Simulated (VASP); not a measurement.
A run of VASP 6.6.1 is set up as follows.

The input INCAR:

```
PREC = Accurate
ENCUT = 520
EDIFF = 1E-6
ISMEAR = 0
SIGMA = 0.01
LREAL = F
LASPH = T
NELM = 60
ALGO = Normal
ISIF = 2
LWAVE = F
LCHARG = F
GGA = PE
NBANDS = 12
```

File KPOINTS:

```
Automatic mesh
0
Gamma
  8 8 8
```

The input POSCAR:

```
LiF
1.0
    0.0000000000      2.2246962952      2.2246962952
    2.2246962952      0.0000000000      2.2246962952
    2.2246962952      2.2246962952      0.0000000000
Li F
1 1
Direct
    0.0000000000      0.0000000000      0.0000000000
    0.2500000000      0.2500000000      0.2500000000
```

Potentials or basis: VASP PAW PBE potentials, release 64 (Li_sv, F).

The run is started by

```console
$ cat potpaw_PBE.64/Li_sv/POTCAR potpaw_PBE.64/F/POTCAR > POTCAR
$ mpirun -np 1 vasp_std > vasp.out
```

(1) Predict the band gap on the k mesh.

Answers

(1) 7.34 eV, direct.
